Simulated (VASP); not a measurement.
# Cu2O (Pn-3m) in VASP: further runs

Cu2O is run at these levels: PBE; tasks: single point.

Everything below comes from runs of VASP 6.6.1. Logs are shortened: lines on timing, memory, paths and dates and some standing lists are left out, and cuts for length are marked.

### 1 The cell of the first run

It takes space group Pn-3m (No. 224, cubic). Conventional cell: a = 4.299 Å, b = 4.299 Å, c = 4.299 Å, α = 90.00°, β = 90.00°, γ = 90.00°. Within 2.5 Å of Cu (site symmetry -3m) lie 2 O at 1.86 Å. Within 2.5 Å of O (site symmetry -43m) lie 4 Cu at 1.86 Å.

### 2 Single point, PBE, non-collinear spin, zero start, spin-orbit coupling (13.24 Å³/atom)

INCAR

```
SYSTEM = Cu2O
PREC = Accurate
ENCUT = 600
EDIFF = 1E-6
ISMEAR = 0
SIGMA = 0.05
LREAL = .FALSE.
LASPH = .TRUE.
NELM = 200
ALGO = Normal
ISIF = 2
LWAVE = .FALSE.
LCHARG = .FALSE.
MAGMOM = 0 0 0 0 0 0 0 0 0 0 0 0 0 0 0 0 0 0
LORBIT = 11
LSORBIT = .TRUE.
GGA_COMPAT = .FALSE.
LORBMOM = .TRUE.
LMAXMIX = 4
GGA = PE
NBANDS = 72
```

KPOINTS

```
regular mesh
0
G
  8 8 8
  0 0 0
```

POSCAR

```
Cu2O
1.0
    4.2986203550      0.0000000000      0.0000000000
    0.0000000000      4.2986203550      0.0000000000
    0.0000000000      0.0000000000      4.2986203550
Cu O
4 2
Direct
    0.2500000000      0.2500000000      0.2500000000
    0.2500000000      0.7500000000      0.7500000000
    0.7500000000      0.7500000000      0.2500000000
    0.7500000000      0.2500000000      0.7500000000
    0.0000000000      0.0000000000      0.0000000000
    0.5000000000      0.5000000000      0.5000000000
```

Potentials or basis: VASP PAW PBE potentials, release 64 (Cu, O).

Run with:

```console
> cat potpaw_PBE.64/Cu/POTCAR potpaw_PBE.64/O/POTCAR > POTCAR
> mpirun -np 1 vasp_ncl > vasp.out
```

OUTCAR:

```text
SYSTEM = Cu2O
   PREC = Accurate
   ENCUT = 600
   EDIFF = 1E-6
   ISMEAR = 0
   LREAL = .FALSE.
   LASPH = .TRUE.
   NELM = 200
   ISIF = 2
   LORBIT = 11
   LSORBIT = .TRUE.
   GGA = PE

 ion  position               nearest neighbor table
   1  0.250  0.250  0.250-   5 1.86   6 1.86
   2  0.250  0.750  0.750-   5 1.86   6 1.86
   3  0.750  0.750  0.250-   5 1.86   6 1.86
   4  0.750  0.250  0.750-   5 1.86   6 1.86
   5  0.000  0.000  0.000-   1 1.86   2 1.86   3 1.86   4 1.86
   6  0.500  0.500  0.500-   1 1.86   2 1.86   3 1.86   4 1.86

  LATTYP: Found a simple cubic cell.
 ALAT       =     4.2986203550

  Lattice vectors:

 A1 = (   4.2986203550,   0.0000000000,   0.0000000000)
 A2 = (   0.0000000000,   4.2986203550,   0.0000000000)
 A3 = (   0.0000000000,   0.0000000000,   4.2986203550)

Analysis of symmetry for initial positions (statically):
=====================================================================
 Subroutine PRICEL returns:
 Original cell was already a primitive cell.

 Routine SETGRP: Setting up the symmetry group for a
 simple cubic supercell.

 Subroutine GETGRP returns: Found 48 space group operations
 (whereof 24 operations were pure point group operations)
 out of a pool of 48 trial point group operations.

The static configuration has the point symmetry T_d .
 The point group associated with its full space group is O_h .

Analysis of symmetry for dynamics (positions and initial velocities):
=====================================================================
 Subroutine PRICEL returns:
 Original cell was already a primitive cell.

 Routine SETGRP: Setting up the symmetry group for a
 simple cubic supercell.

 Subroutine GETGRP returns: Found 48 space group operations
 (whereof 24 operations were pure point group operations)
 out of a pool of 48 trial point group operations.

The dynamic configuration has the point symmetry T_d .
 The point group associated with its full space group is O_h .

Analysis of structural, dynamic, and magnetic symmetry:
=====================================================================
 Subroutine PRICEL returns:
 Original cell was already a primitive cell.

 Routine SETGRP: Setting up the symmetry group for a
 simple cubic supercell.

 Subroutine GETGRP returns: Found 48 space group operations
 (whereof 24 operations were pure point group operations)
 out of a pool of 48 trial point group operations.

The overall configuration has the point symmetry T_d .
 The point group associated with its full space group is O_h .

 Subroutine INISYM returns: Found 48 space group operations
 (whereof 24 operations are pure point group operations),
 and found     1 'primitive' translations

----------------------------------------------------------------------------------------

                                     Primitive cell

  volume of cell :      79.4305

  direct lattice vectors                    reciprocal lattice vectors
     4.298620355  0.000000000  0.000000000     0.232632779  0.000000000  0.000000000
     0.000000000  4.298620355  0.000000000     0.000000000  0.232632779  0.000000000
     0.000000000  0.000000000  4.298620355     0.000000000  0.000000000  0.232632779

  length of vectors
     4.298620355  4.298620355  4.298620355     0.232632779  0.232632779  0.232632779

  position of ions in fractional coordinates (direct lattice)
     0.250000000  0.250000000  0.250000000
     0.250000000  0.750000000  0.750000000
     0.750000000  0.750000000  0.250000000
     0.750000000  0.250000000  0.750000000
     0.000000000  0.000000000  0.000000000
     0.500000000  0.500000000  0.500000000

  ion indices of the primitive-cell ions
   primitive index   ion index
                 1           1
                 2           2
                 3           3
                 4           4
                 5           5
                 6           6

----------------------------------------------------------------------------------------

 KPOINTS: regular mesh

Automatic generation of k-mesh.
 Grid dimensions read from file:
 generate k-points for:    8    8    8

 Generating k-lattice:

  Cartesian coordinates                     Fractional coordinates (reciprocal lattice)
     0.029079097  0.000000000  0.000000000     0.125000000  0.000000000  0.000000000
     0.000000000  0.029079097  0.000000000     0.000000000  0.125000000  0.000000000
     0.000000000  0.000000000  0.029079097     0.000000000  0.000000000  0.125000000

  Length of vectors
     0.029079097  0.029079097  0.029079097

[... 83 lines left out ...]
   LRPA    =     F    only Hartree local field effects (RPA)
 Gauss-broadening in eV      SIGMA  =   0.05
  energy-cutoff  :      600.00
  volume of cell :       79.43
 maximum number of plane-waves:      5360
 NGX is ok and might be reduce to    36
   NGX = 17   NGY = 17   NGZ = 17

 number of electron      56.0000000 magnetization       0.0000000      0.0000000      0.0000000

 number of electron      55.9999966 magnetization      -0.0000000     -0.0000000     -0.0000000

 number of electron      55.9999966 magnetization      -0.0000000      0.0000000     -0.0000000

 number of electron      55.9999966 magnetization      -0.0000000      0.0000000      0.0000000

 Free energy of the ion-electron system (eV)
  ---------------------------------------------------
  ext. energy  EPLUGINS =         0.00000000
  ---------------------------------------------------
  free energy    TOTEN  =       -27.31706124 eV

  energy without entropy =      -27.31706124  energy(sigma->0) =      -27.31706124

 E-fermi :   4.7647     XC(G=0): -10.9007

 val. band max:        4.5619315399   @ k =   0.0000   0.0000   0.0000
 cond. band min:       4.9565824802   @ k =   0.0000   0.0000   0.0000
 fundamental gap:      0.3946509403
 Fermi energy:         4.7646990765

 k-point     1 :       0.0000    0.0000    0.0000
  band No.  band energies     occupation
      1     -15.4658      1.00000
      2     -15.4658      1.00000
      3     -14.7786      1.00000
      4     -14.7786      1.00000
      5      -2.5502      1.00000
      6      -2.5502      1.00000
[... 1693 lines left out ...]
     67      10.4098      0.00000
     68      10.4098      0.00000

 [... further k-points ...]

 [bands above 68 left out]

------------------------ aborting loop because EDIFF is reached ----------------------------------------

  FORCE on cell =-STRESS in cart. coord.  units (eV):
  Direction    XX          YY          ZZ          XY          YZ          ZX
  --------------------------------------------------------------------------------------
  -------------------------------------------------------------------------------------
  Total        0.3783815      0.3783815      0.3783815     -0.0000000      0.0000000     -0.0000000
  in kB        7.6322615      7.6322615      7.6322615     -0.0000000      0.0000000     -0.0000000
  external PRESSURE =       7.6322615 kB  Pullay stress =       0.0000000 kB

 VOLUME and BASIS-vectors are now :
 -----------------------------------------------------------------------------
  energy-cutoff  :      600.00
  volume of cell :       79.43
      direct lattice vectors                 reciprocal lattice vectors
     4.298620355  0.000000000  0.000000000     0.232632779  0.000000000  0.000000000
     0.000000000  4.298620355  0.000000000     0.000000000  0.232632779  0.000000000
     0.000000000  0.000000000  4.298620355     0.000000000  0.000000000  0.232632779

 POSITION                                       TOTAL-FORCE (eV/Angst)
 -----------------------------------------------------------------------------------
      1.07466      1.07466      1.07466        -0.000000      0.000000     -0.000000
      1.07466      3.22397      3.22397         0.000000      0.000000      0.000000
      3.22397      3.22397      1.07466         0.000000     -0.000000     -0.000000
      3.22397      1.07466      3.22397         0.000000     -0.000000      0.000000
      0.00000      0.00000      0.00000        -0.000000      0.000000      0.000000
      2.14931      2.14931      2.14931        -0.000000     -0.000000      0.000000
 -----------------------------------------------------------------------------------
    total drift:                                0.000000      0.000000      0.000000

  FREE ENERGIE OF THE ION-ELECTRON SYSTEM (eV)
  ---------------------------------------------------
  free  energy   TOTEN  =       -27.3170612431 eV

  energy  without entropy=      -27.3170612431  energy(sigma->0) =      -27.31706124

 orbital moment (x)

 # of ion     p       d       tot
 ----------------------------------------
  1         0.000   0.000   0.000
  2         0.000   0.000   0.000
  3        -0.000   0.000  -0.000
  4        -0.000   0.000   0.000
  5         0.000   0.000   0.000
  6         0.000   0.000   0.000
 ----------------------------------------
            0.000   0.000   0.000

 orbital moment (y)

 # of ion     p       d       tot
 ----------------------------------------
  1        -0.000   0.000   0.000
  2        -0.000  -0.000  -0.000
  3         0.000  -0.000  -0.000
  4         0.000  -0.000  -0.000
  5         0.000   0.000   0.000
  6         0.000   0.000   0.000
 ----------------------------------------
           -0.000  -0.000  -0.000

 orbital moment (z)

 # of ion     p       d       tot
 ----------------------------------------
  1        -0.000  -0.000  -0.000
  2         0.000  -0.000  -0.000
  3         0.000  -0.000  -0.000
  4         0.000   0.000   0.000
  5         0.000   0.000   0.000
  6         0.000   0.000   0.000
 ----------------------------------------
            0.000  -0.000  -0.000

 Spin-Orbit-Coupling matrix elements

 Ion:    1  E_soc:     -0.0123367
 l=   1
     0.0000000    -0.0002060    -0.0002060
    -0.0002060     0.0000000    -0.0002060
    -0.0002060    -0.0002060     0.0000000
 l=   2
     0.0000000    -0.0004724     0.0000000    -0.0004724    -0.0013778
    -0.0004724     0.0000000    -0.0010333    -0.0004724    -0.0003444
     0.0000000    -0.0010333     0.0000000    -0.0010333     0.0000000
    -0.0004724    -0.0004724    -0.0010333     0.0000000    -0.0003444
    -0.0013778    -0.0003444     0.0000000    -0.0003444     0.0000000
 l=   3
     0.0000000     0.0000000     0.0000000     0.0000000     0.0000000     0.0000000     0.0000000
     0.0000000     0.0000000     0.0000000     0.0000000     0.0000000     0.0000000     0.0000000
     0.0000000     0.0000000     0.0000000     0.0000000     0.0000000     0.0000000     0.0000000
     0.0000000     0.0000000     0.0000000     0.0000000     0.0000000     0.0000000     0.0000000
[... 89 lines left out ...]
 l=   2
     0.0000000     0.0000000     0.0000000     0.0000000     0.0000000
     0.0000000     0.0000000     0.0000000     0.0000000     0.0000000
     0.0000000     0.0000000     0.0000000     0.0000000     0.0000000
     0.0000000     0.0000000     0.0000000     0.0000000     0.0000000
     0.0000000     0.0000000     0.0000000     0.0000000     0.0000000
 l=   3
     0.0000000     0.0000000     0.0000000     0.0000000     0.0000000     0.0000000     0.0000000
     0.0000000     0.0000000     0.0000000     0.0000000     0.0000000     0.0000000     0.0000000
     0.0000000     0.0000000     0.0000000     0.0000000     0.0000000     0.0000000     0.0000000
     0.0000000     0.0000000     0.0000000     0.0000000     0.0000000     0.0000000     0.0000000
     0.0000000     0.0000000     0.0000000     0.0000000     0.0000000     0.0000000     0.0000000
     0.0000000     0.0000000     0.0000000     0.0000000     0.0000000     0.0000000     0.0000000
     0.0000000     0.0000000     0.0000000     0.0000000     0.0000000     0.0000000     0.0000000

 total charge

# of ion       s       p       d       tot
------------------------------------------
    1        0.416   0.309   9.224   9.949
    2        0.416   0.309   9.224   9.949
    3        0.416   0.309   9.224   9.949
    4        0.416   0.309   9.224   9.949
    5        1.541   3.471   0.000   5.012
    6        1.541   3.471   0.000   5.012
--------------------------------------------------
tot          4.746   8.180  36.895  49.821

 magnetization (x)

# of ion       s       p       d       tot
------------------------------------------
    1        0.000  -0.000   0.000  -0.000
    2        0.000  -0.000   0.000  -0.000
    3        0.000   0.000   0.000   0.000
    4        0.000   0.000   0.000   0.000
    5       -0.000   0.000   0.000   0.000
    6       -0.000   0.000   0.000   0.000
--------------------------------------------------
tot         -0.000   0.000   0.000   0.000

 magnetization (y)

# of ion       s       p       d       tot
------------------------------------------
    1        0.000  -0.000   0.000  -0.000
    2        0.000   0.000   0.000   0.000
    3       -0.000  -0.000   0.000   0.000
    4        0.000  -0.000  -0.000  -0.000
    5       -0.000   0.000   0.000   0.000
    6       -0.000   0.000   0.000   0.000
--------------------------------------------------
tot         -0.000   0.000   0.000   0.000

 magnetization (z)

# of ion       s       p       d       tot
------------------------------------------
    1        0.000   0.000  -0.000  -0.000
    2       -0.000  -0.000   0.000  -0.000
    3       -0.000   0.000  -0.000   0.000
    4       -0.000   0.000   0.000   0.000
    5       -0.000  -0.000   0.000  -0.000
    6        0.000  -0.000   0.000  -0.000
--------------------------------------------------
tot          0.000  -0.000   0.000  -0.000
```

Wall time 5.3 min (1 thread of Intel Xeon 6975P-C (Granite Rapids), shared host); peak memory 0.57 GiB.

What came out:

```
Free energy                                           : -27.3171 eV
Pressure                                              : 0.8 GPa
Net moment                                            : 0.00 μB per cell
Valence electrons inside the program's atomic spheres : Cu 9.95; O 5.01
```

Moments on the atoms (μB; x, y, z):
```
Cu  0.00 0.00 0.00
Cu  0.00 0.00 0.00
Cu  0.00 0.00 0.00
Cu  0.00 0.00 0.00
O   0.00 0.00 0.00
O   0.00 0.00 0.00
```

### 3 Single point, PBE, non-collinear spin, zero start, spin-orbit coupling

INCAR

```
SYSTEM = Cu2O
ALGO     = Normal         ! electronic algorithm
EDIFF    = 1E-6           ! SCF threshold, eV
ENCUT    = 600            ! plane-wave cutoff, eV
GGA      = PE             ! functional
GGA_COMPAT= .False.      
ISIF     = 2              ! what is computed and relaxed
ISMEAR   = 0              ! smearing method
LASPH    = .True.         ! aspherical terms in the spheres
LCHARG   = .False.        ! write CHGCAR
LMAXMIX  = 4              ! l up to which the mixer works
LORBIT   = 11             ! projections on sites
LORBMOM  = .True.       
LREAL    = .False.        ! projectors in reciprocal space
LSORBIT  = .True.         ! spin-orbit coupling
LWAVE    = .False.        ! write WAVECAR
MAGMOM   = 0 0 0 0 0 0 0 0 0 0 0 0 0 0 0 0 0 0 ! initial moments
NBANDS   = 72             ! bands
NELM     = 200            ! most SCF steps
PREC     = Accurate       ! precision mode
SIGMA    = 0.05           ! smearing width, eV
```

KPOINTS

```
Automatic mesh
0
Gamma
  8 8 8
  0.5 0.5 0.5
```

POSCAR is that of step 2.

Potentials or basis: VASP PAW PBE potentials, release 64 (Cu, O).

Run with:

```console
> cat potpaw_PBE.64/Cu/POTCAR potpaw_PBE.64/O/POTCAR > POTCAR
> mpirun -np 1 vasp_ncl > vasp.out
```

Run time: 3.9 min. Hardware: 1 thread of AMD EPYC 9R45 (Zen 5), shared host; peak memory 0.45 GiB.

The run converged. Its results:

```
Free energy                                           : -27.3174 eV
Pressure                                              : 0.7 GPa
Net moment                                            : 0.00 μB per cell
Valence electrons inside the program's atomic spheres : Cu 9.95; O 5.01
```

Moments on the atoms (μB; x, y, z):
```
Cu  0.00 0.00 0.00
Cu  0.00 0.00 0.00
Cu  0.00 0.00 0.00
Cu  0.00 0.00 0.00
O   0.00 0.00 0.00
O   0.00 0.00 0.00
```
